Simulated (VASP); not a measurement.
Here is a VASP 6.6.1 calculation.

File INCAR:

```
PREC = Accurate
ENCUT = 520
EDIFF = 1E-6
ISMEAR = -1
SIGMA = 0.05
LREAL = F
LASPH = T
NELM = 100
ALGO = Normal
ISIF = 2
LWAVE = F
LCHARG = T
GGA = PE
IVDW = 12
LELF = T
LVHAR = T
NBANDS = 80
```

The input KPOINTS:

```
Automatic mesh
0
Gamma
  2 1 2
```

POSCAR

```
LiSc12
1.0
    6.6200000000      0.0000000000      0.0000000000
   -4.9650000000      8.5996320000      0.0000000000
    0.0000000000      0.0000000000      5.2761400000
Sc Li
12 1
Direct
    0.0253909886      0.0261406535      0.0323342444
    0.1667238688      0.2095089650      0.5418355085
    0.0413559613      0.3443054307      0.0250182899
    0.2250167313      0.6069910899      0.5190157956
    0.0158381567      0.6644005232      0.0662795149
    0.1631003959      0.9133181513      0.4399049305
    0.4574290540     -0.0315246048     -0.0579400850
    0.6765370787      0.2194512509      0.4402271357
    0.4878336842      0.3405959697      0.0342295693
    0.6302475805      0.5225456159      0.5475972965
    0.4606159174      0.6523418677      0.0226491336
    0.6509449831      0.8673626965      0.3900578832
    0.8284606874      0.7710795067      0.8021015364
```

Potentials or basis: VASP PAW PBE potentials, release 64 (Sc_sv, Li_sv).

Run with:

```console
$ cat potpaw_PBE.64/Sc_sv/POTCAR potpaw_PBE.64/Li_sv/POTCAR > POTCAR
$ mpirun -np 1 vasp_std > vasp.out
```

Problem. Predict the dispersion energy per atom.

Solution. -0.389 eV.

Problem. Predict the largest force.

Solution. 1.943 eV/Å.

Forces in eV/Å, atoms in the order of the input:
```
Sc  -0.379  0.679 -0.601
Sc  -0.173  0.441 -0.248
Sc  -1.175  0.073 -0.390
Sc  -0.718 -1.542  0.910
Sc  -0.238 -1.072 -0.049
Sc   1.067 -0.344  0.571
Sc   0.457  0.865 -0.789
Sc  -0.120 -0.316  0.889
Sc   0.718 -0.290 -0.130
Sc   0.220  0.115 -0.956
Sc   0.342 -0.667 -0.168
Sc   0.134  1.524  1.199
Li  -0.133  0.534 -0.238
```

Caveat: the k points lie up to 0.66 Å⁻¹ apart, too coarse for converged energies and pressures of a metal.
